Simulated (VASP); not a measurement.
Wanted: the native input for a VASP 6.6.1 run.

```
Task                   : single point
Functional             : PBE
Potentials or basis    : VASP PAW PBE potentials, release 64 (Au)
Cutoff                 : 520 eV
k mesh                 : 11 × 11 × 6
Occupations            : fermi-dirac, width 0.05 eV
Spin                   : no spin polarisation
Dipole correction      : no
Further INCAR settings : ALGO = Fast; EDIFF = 1e-07; NBANDS = 18
```

The structure of Au lies in POSCAR:

```
Au
1.0
    2.9000000000      0.0000000000      0.0000000000
   -1.4500000000      2.5114736710      0.0000000000
    0.0000000000      0.0000000000      4.8800000000
Au
2
Direct
    0.6666666667      0.3333333333      0.2500000000
    0.3333333333      0.6666666667      0.7500000000
```

This isn't the form of Au at room conditions, which is fcc.

The input as run:

INCAR

```
SYSTEM = Au
PREC     = Accurate       ! precision mode
ENCUT    = 520            ! plane-wave cutoff, eV
EDIFF    = 1E-7           ! SCF threshold, eV
ISMEAR   = -1             ! smearing method
SIGMA    = 0.05           ! smearing width, eV
LREAL    = .FALSE.        ! projectors in reciprocal space
LASPH    = .TRUE.         ! aspherical terms in the spheres
NELM     = 60             ! most SCF steps
ALGO     = Fast           ! electronic algorithm
ISIF     = 2              ! what is computed and relaxed
LWAVE    = .FALSE.        ! write WAVECAR
LCHARG   = .FALSE.        ! write CHGCAR
GGA      = PE             ! functional
NBANDS   = 18             ! bands
```

KPOINTS

```
regular mesh
0
G
  11 11 6
  0 0 0
```

Potentials or basis: VASP PAW PBE potentials, release 64 (Au).

The run is started by

```console
$ cat potpaw_PBE.64/Au/POTCAR > POTCAR
$ mpirun -np 1 vasp_std > vasp.out
```

Results of the run:

```yaml
Pressure: 1.6 GPa
Band_gap_on_the_k_mesh: zero (bands 11 and 12 overlap by 6.23 eV)
```

Caveat: spin-orbit coupling is left out, which moves the levels of the heavy elements.

Wall time 36 s on 1 thread of Intel(R) Xeon(R) Platinum 8259CL CPU @ 2.50GHz (Skylake/Cascade Lake) (shared host), peak memory 0.17 GiB.
